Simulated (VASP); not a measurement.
# PbS (P1) in VASP: single point with r2SCAN

Aim: the single point of PbS with r2SCAN.

Everything below comes from runs of VASP 6.6.1. Logs are shortened: lines on timing, memory, paths and dates and some standing lists are left out, and cuts for length are marked.

### 1 The cell of the first run

The typed cell holds 16 atoms: a = 9.992 Å, b = 9.992 Å, c = 5.996 Å, α = 90.00°, β = 90.00°, γ = 120.00°.

### 2 Single point, r2SCAN

POSCAR reads:

```
PbS
1.0
    9.9920110000      0.0000000000      0.0000000000
   -4.9960060000      8.6533360000      0.0000000000
    0.0000000000      0.0000000000      5.9964670000
Pb S
8 8
Direct
    0.1626059977      0.3395570217     -0.0610336053
    0.3246086560      0.1622808822      0.4254852065
    0.1536462835      0.8223003244     -0.0727475028
    0.3308197697      0.6637211360      0.4426531489
    0.6725227385      0.3407300953     -0.0599941599
    0.8344558454      0.1623312674      0.4475523671
    0.6823285076      0.8419803646     -0.0694050347
    0.8451663103      0.6673789161      0.4266130373
    0.1610196862      0.3257457008      0.4407346859
    0.3282470115      0.1650141633      0.9216902219
    0.1990252949      0.8612441491      0.4208748251
    0.3225273414      0.6506648996      0.9566928326
    0.6666158969      0.3458191153      0.4813774511
    0.8258288016      0.1733137370      0.9361165500
    0.6984177189      0.8379018219      0.4440583097
    0.8519529269      0.6688526829      0.9223852979
```

INCAR.step1 reads:

```
SYSTEM = PbS
ALGO     = Normal         ! electronic algorithm
EDIFF    = 1E-4           ! SCF threshold, eV
ENCUT    = 520            ! plane-wave cutoff, eV
GGA      = PE             ! functional
ISMEAR   = -1             ! smearing method
LASPH    = .TRUE.         ! aspherical terms in the spheres
LCHARG   = .FALSE.        ! write CHGCAR
LREAL    = Auto         
LWAVE    = .TRUE.         ! write WAVECAR
NBANDS   = 94             ! bands
NELM     = 60             ! most SCF steps
PREC     = Accurate       ! precision mode
SIGMA    = 0.112          ! smearing width, eV
```

INCAR.step2 reads:

```
SYSTEM = PbS
ALGO     = Normal         ! electronic algorithm
EDIFF    = 1E-6           ! SCF threshold, eV
ENCUT    = 520            ! plane-wave cutoff, eV
ISIF     = 2              ! what is computed and relaxed
ISMEAR   = -1             ! smearing method
ISTART   = 1            
LASPH    = .TRUE.         ! aspherical terms in the spheres
LCHARG   = .FALSE.        ! write CHGCAR
LMIXTAU  = .TRUE.       
LREAL    = Auto         
LWAVE    = .FALSE.        ! write WAVECAR
METAGGA  = R2SCAN         ! meta-GGA
NBANDS   = 94             ! bands
NELM     = 60             ! most SCF steps
PREC     = Accurate       ! precision mode
SIGMA    = 0.112          ! smearing width, eV
```

KPOINTS reads:

```
k-points
0
G
  3 3 2
  0 0 0
```

Potentials or basis: VASP PAW PBE potentials, release 64 (Pb_d, S).

Started as:

```sh
$ cat potpaw_PBE.64/Pb_d/POTCAR potpaw_PBE.64/S/POTCAR > POTCAR
$ cp INCAR.step1 INCAR
$ mpirun -np 1 vasp_std > vasp.out
$ cp INCAR.step2 INCAR
$ mpirun -np 1 vasp_std > vasp.out
```

OUTCAR:

```text
SYSTEM = PbS
   EDIFF = 1E-6
   ENCUT = 520
   ISIF = 2
   ISMEAR = -1
   ISTART = 1
   LASPH = .TRUE.
   LREAL = Auto
   METAGGA = R2SCAN
   NELM = 60
   PREC = Accurate

 ion  position               nearest neighbor table
   1  0.163  0.340  0.939-  12 2.69  14 2.91  10 2.95   9 2.99   9 3.01   4 4.09   6 4.09   4 4.12
                             2 4.14
   2  0.325  0.162  0.425-  11 2.62   9 2.83  10 2.98  13 2.98  10 3.02   1 4.14
   3  0.154  0.822  0.927-  16 2.61  12 2.95  10 2.97  11 2.99  11 3.07   8 4.01   8 4.02   4 4.11

   4  0.331  0.664  0.443-  11 2.87  12 2.92   9 2.92  12 3.08  15 3.18   1 4.09   3 4.11   1 4.12

   5  0.673  0.341  0.940-  13 2.75  14 2.78  16 2.85  10 2.98  13 3.25   8 4.06
   6  0.834  0.162  0.448-  15 2.82   9 2.83  14 2.93  13 3.05  14 3.07   7 4.01   1 4.09
   7  0.682  0.842  0.931-  14 2.88  15 2.92  16 2.97  15 3.08  12 3.12   6 4.01
   8  0.845  0.667  0.427-  15 2.75  13 2.81  16 2.97  16 3.02  11 3.07   3 4.01   3 4.02   5 4.06

   9  0.161  0.326  0.441-   6 2.83   2 2.83   4 2.92   1 2.99   1 3.01
  10  0.328  0.165  0.922-   1 2.95   3 2.97   2 2.98   5 2.98   2 3.02
  11  0.199  0.861  0.421-   2 2.62   4 2.87   3 2.99   3 3.07   8 3.07
  12  0.323  0.651  0.957-   1 2.69   4 2.92   3 2.95   4 3.08   7 3.12
  13  0.667  0.346  0.481-   5 2.75   8 2.81   2 2.98   6 3.05   5 3.25
  14  0.826  0.173  0.936-   5 2.78   7 2.88   1 2.91   6 2.93   6 3.07
  15  0.698  0.838  0.444-   8 2.75   6 2.82   7 2.92   7 3.08   4 3.18
  16  0.852  0.669  0.922-   3 2.61   5 2.85   7 2.97   8 2.97   8 3.02

  LATTYP: Found a hexagonal cell.
 ALAT       =     9.9920110000
 C/A-ratio  =     0.6001261408

  Lattice vectors:

 A1 = (   9.9920110000,   0.0000000000,   0.0000000000)
 A2 = (  -4.9960060000,   8.6533360000,   0.0000000000)
 A3 = (   0.0000000000,   0.0000000000,   5.9964670000)

Analysis of symmetry for initial positions (statically):
=====================================================================
 Subroutine PRICEL returns:
 Original cell was already a primitive cell.

 Routine SETGRP: Setting up the symmetry group for a
 hexagonal supercell.

 Subroutine GETGRP returns: Found  1 space group operations
 (whereof  1 operations were pure point group operations)
 out of a pool of 24 trial point group operations.

The static configuration has the point symmetry C_1 .

Analysis of symmetry for dynamics (positions and initial velocities):
=====================================================================
 Subroutine PRICEL returns:
 Original cell was already a primitive cell.

 Routine SETGRP: Setting up the symmetry group for a
 hexagonal supercell.

 Subroutine GETGRP returns: Found  1 space group operations
 (whereof  1 operations were pure point group operations)
 out of a pool of 24 trial point group operations.

The dynamic configuration has the point symmetry C_1 .

 Subroutine INISYM returns: Found  1 space group operations
 (whereof  1 operations are pure point group operations),
 and found     1 'primitive' translations

----------------------------------------------------------------------------------------

                                     Primitive cell

  volume of cell :     518.4799

  direct lattice vectors                    reciprocal lattice vectors
     9.992011000  0.000000000  0.000000000     0.100079954  0.057781190  0.000000000
    -4.996006000  8.653336000  0.000000000     0.000000000  0.115562368  0.000000000
     0.000000000  0.000000000  5.996467000     0.000000000  0.000000000  0.166764863

  length of vectors
     9.992011000  9.992011803  5.996467000     0.115562377  0.115562368  0.166764863

  position of ions in fractional coordinates (direct lattice)
     0.162605998  0.339557022  0.938966395
     0.324608656  0.162280882  0.425485206
     0.153646284  0.822300324  0.927252497
     0.330819770  0.663721136  0.442653149
     0.672522738  0.340730095  0.940005840
     0.834455845  0.162331267  0.447552367
[... 8 lines left out ...]
     0.698417719  0.837901822  0.444058310
     0.851952927  0.668852683  0.922385298

  ion indices of the primitive-cell ions
   primitive index   ion index
                 1           1
                 2           2
                 3           3
                 4           4
                 5           5
                 6           6
[... 8 lines left out ...]
                15          15
                16          16

----------------------------------------------------------------------------------------

 KPOINTS: k-points

Automatic generation of k-mesh.
 Grid dimensions read from file:
 generate k-points for:    3    3    2

 Generating k-lattice:

  Cartesian coordinates                     Fractional coordinates (reciprocal lattice)
     0.033359985  0.019260397  0.000000000     0.333333333  0.000000000  0.000000000
     0.000000000  0.038520789  0.000000000     0.000000000  0.333333333  0.000000000
     0.000000000  0.000000000  0.083382432     0.000000000  0.000000000  0.500000000

  Length of vectors
     0.038520792  0.038520789  0.083382432

  Shift w.r.t. Gamma in fractional coordinates (k-lattice)
     0.000000000  0.000000000  0.000000000

 Subroutine IBZKPT returns following result:
 ===========================================

 Found     10 irreducible k-points:

 Following reciprocal coordinates:
            Coordinates               Weight
  0.000000  0.000000  0.000000      1.000000
  0.333333  0.000000  0.000000      2.000000
  0.000000  0.333333  0.000000      2.000000
 -0.333333  0.333333  0.000000      2.000000
  0.333333  0.333333  0.000000      2.000000
  0.000000  0.000000  0.500000      1.000000
  0.333333  0.000000  0.500000      2.000000
  0.000000  0.333333  0.500000      2.000000
 -0.333333  0.333333  0.500000      2.000000
  0.333333  0.333333  0.500000      2.000000
   k-points           NKPTS =     10   k-points in BZ     NKDIM =     10   number of bands    NBANDS=     94
   number of dos      NEDOS =    301   number of ions     NIONS =     16
   total plane-waves  NPLWV = 307200
   dimension x,y,z NGX =    80 NGY =   80 NGZ =   48
   dimension x,y,z NGXF=   160 NGYF=  160 NGZF=   96
   ions per type =               8   8
   NGX,Y,Z   is equivalent  to a cutoff of  13.31, 13.31, 13.31 a.u.
   NGXF,Y,Z  is equivalent  to a cutoff of  26.62, 26.62, 26.62 a.u.
 SYSTEM =  PbS
   PREC   = accura    normal or accurate (medium, high low for compatibility)
   ISTART =      1    job   : 0-new  1-cont  2-samecut
   ICHARG =      0    charge: 1-file 2-atom 10-const
   ISPIN  =      1    spin polarized calculation?
   LNONCOLLINEAR =      F non collinear calculations
   LSORBIT =      F    spin-orbit coupling
   LASPH  =      T    aspherical Exc in radial PAW
   ENCUT  =  520.0 eV  38.22 Ry    6.18 a.u.  18.58 18.58 11.15*2*pi/ulx,y,z
   NELM   =     60;   NELMIN=  2; NELMDL=  0     # of ELM steps
   EDIFF  = 0.1E-05   stopping-criterion for ELM
   LREAL  =      T    real-space projection
   EDIFFG = 0.1E-04   stopping-criterion for IOM
   NSW    =      0    number of steps for IOM
   IBRION =     -1    ionic relax: 0-MD 1-quasi-New 2-CG
   NFREE  =      0    steps in history (QN), initial steepest desc. (CG)
   ISIF   =      2    stress and relaxation
   ISYM   =      2    0-nonsym 1-usesym 2-fastsym
   POTIM  = 0.5000    time-step for ionic-motion
   TEBEG  =    0.0;   TEEND  =   0.0 temperature during run
   PSTRESS=    0.0 pullay stress
   NELECT =     160.0000    total number of electrons
   NUPDOWN=      -1.0000    fix difference up-down
   EMIN   =  10.00;   EMAX   =-10.00  energy-range for DOS
   EFERMI =   0.00;   METHOD = LEGACY
   ISMEAR =    -1;   SIGMA  =   0.11  broadening in eV -4-tet -1-fermi 0-gaus
   EFERMI_NEDOS =   21; number of points for ismear=-14 and -15
   IALGO  =     38    algorithm
   IMIX   =      4    mixing-type and parameters
     AMIX     =   0.40;   BMIX     =  1.00
     AMIX_MAG =   1.60;   BMIX_MAG =  1.00
  volume/ion in A,a.u.               =      32.40       218.68
  Fermi-wavevector in a.u.,A,eV,Ry     =   1.106295  2.090594 16.652008  1.223888
  Thomas-Fermi vector in A             =   2.242794
   LORBIT       =      0    0 simple, 1 ext, 2 COOP (PROOUT), +10 PAW based schemes
   METAGGA = R2SCAN    functional components
   LHFCALC =     F    Hartree Fock is set to
   AEXX    =    0.0000 exact exchange contribution
   IVDW    =     0    specifies the selected vdW correction
   LEPSILON=     F    determine dielectric tensor
   LRPA    =     F    only Hartree local field effects (RPA)
 non-spin polarized calculation
  energy-cutoff  :      520.00
  volume of cell :      518.48
 maximum number of plane-waves:     14002
 NGX is ok and might be reduce to    80
   NGX = 37   NGY = 37   NGZ = 23

 number of electron     160.0000001 magnetization

 Free energy of the ion-electron system (eV)
  ---------------------------------------------------
  ext. energy  EPLUGINS =         0.00000000
  ---------------------------------------------------
  free energy    TOTEN  =      -521.12285327 eV

  energy without entropy =     -521.11988571  energy(sigma->0) =     -521.12136949

 E-fermi :   4.2989     XC(G=0):  -8.9503

 val. band max:        3.6500411095   @ k =   0.3333   0.3333   0.5000
 cond. band min:       5.0225358262   @ k =   0.3333   0.3333   0.5000
 fundamental gap:      1.3724947166
 Fermi energy:         4.2988669354

 k-point     1 :       0.0000    0.0000    0.0000
  band No.  band energies     occupation
      1     -14.1236      2.00000
      2     -14.0878      2.00000
      3     -14.0743      2.00000
      4     -14.0723      2.00000
      5     -14.0539      2.00000
      6     -14.0461      2.00000
[... 84 lines left out ...]
     91       7.5874      0.00000
     92       7.9757      0.00000

 k-point     2 :       0.3333    0.0000    0.0000
  band No.  band energies     occupation
      1     -14.1232      2.00000
      2     -14.0878      2.00000
      3     -14.0741      2.00000
      4     -14.0727      2.00000
      5     -14.0539      2.00000
      6     -14.0460      2.00000
[... 749 lines left out ...]
     91       6.4216      0.00000
     92       6.4834      0.00000

 k-point    10 :       0.3333    0.3333    0.5000
  band No.  band energies     occupation
      1     -14.0938      2.00000
      2     -14.0856      2.00000
      3     -14.0704      2.00000
      4     -14.0635      2.00000
      5     -14.0490      2.00000
      6     -14.0435      2.00000
[... 84 lines left out ...]
     91       6.4066      0.00000
     92       6.5051      0.00000
 [bands above 92 left out]

------------------------ aborting loop because EDIFF is reached ----------------------------------------

  FORCE on cell =-STRESS in cart. coord.  units (eV):
  Direction    XX          YY          ZZ          XY          YZ          ZX
  --------------------------------------------------------------------------------------
  -------------------------------------------------------------------------------------
  Total       -0.0220031      1.4057122     10.9809541      0.2193601     -0.0952020      0.1372696
  in kB       -0.0679926      4.3438526     33.9327251      0.6778543     -0.2941879      0.4241827
  external PRESSURE =      12.7361950 kB  Pullay stress =       0.0000000 kB

 VOLUME and BASIS-vectors are now :
 -----------------------------------------------------------------------------
  energy-cutoff  :      520.00
  volume of cell :      518.48
      direct lattice vectors                 reciprocal lattice vectors
     9.992011000  0.000000000  0.000000000     0.100079954  0.057781190  0.000000000
    -4.996006000  8.653336000  0.000000000     0.000000000  0.115562368  0.000000000
     0.000000000  0.000000000  5.996467000     0.000000000  0.000000000  0.166764863

 POSITION                                       TOTAL-FORCE (eV/Angst)
 -----------------------------------------------------------------------------------
     -0.07167      2.93830      5.63048         0.382036     -0.567680     -0.014938
      2.43274      1.40427      2.55141         0.402313      0.884975      0.092181
     -2.57298      7.11564      5.56024         0.954735      0.861653      0.019142
     -0.01040      5.74340      2.65435         0.239982      0.131372     -0.185092
      5.01757      2.94845      5.63671        -0.521763     -0.405857     -0.147438
      7.52688      1.40471      2.68373        -0.179464      0.346909     -0.021066
[... 8 lines left out ...]
      2.79244      7.25065      2.66278        -0.273236     -0.164326      0.021070
      5.17113      5.78781      5.53105        -0.931958      0.015253      0.183025
 -----------------------------------------------------------------------------------
    total drift:                               -0.002732     -0.008855     -0.008163

  FREE ENERGIE OF THE ION-ELECTRON SYSTEM (eV)
  ---------------------------------------------------
  free  energy   TOTEN  =      -521.1228532683 eV

  energy  without entropy=     -521.1198857066  energy(sigma->0) =     -521.12136949
```

Wall time 49 min (1 thread of Oxide Virtual Turin-like, shared host); peak memory 0.84 GiB.

What came out:

```
Free energy            : -521.1229 eV
Pressure               : 1.3 GPa
Largest force          : 1.286 eV/Å
Band gap on the k mesh : 1.37 eV
```

Forces in eV/Å, atoms in the order of the input:
```
Pb   0.382 -0.568 -0.015
Pb   0.402  0.885  0.092
Pb   0.955  0.862  0.019
Pb   0.240  0.131 -0.185
Pb  -0.522 -0.406 -0.147
Pb  -0.179  0.347 -0.021
Pb  -0.278 -0.175 -0.022
Pb   0.188 -0.097  0.103
S   -0.448  0.287  0.021
S   -0.086 -0.020  0.166
S    0.094 -1.044  0.113
S    0.260  0.442 -0.052
S    0.081 -0.090 -0.322
S    0.117 -0.405  0.045
S   -0.273 -0.164  0.021
S   -0.932  0.015  0.183
```

Stress tensor (GPa, compression positive):
```
-0.01  0.07  0.04
 0.07  0.43 -0.03
 0.04 -0.03  3.39
```

Caveat: the k points lie up to 0.52 Å⁻¹ apart; the atoms stand as in a frame of molecular dynamics; the PAW data sets were made with another functional, which shifts forces and pressure a little; spin-orbit coupling is left out, which moves the levels of the heavy elements; an odd mesh through Γ misses points on the zone boundary, where band edges can lie.
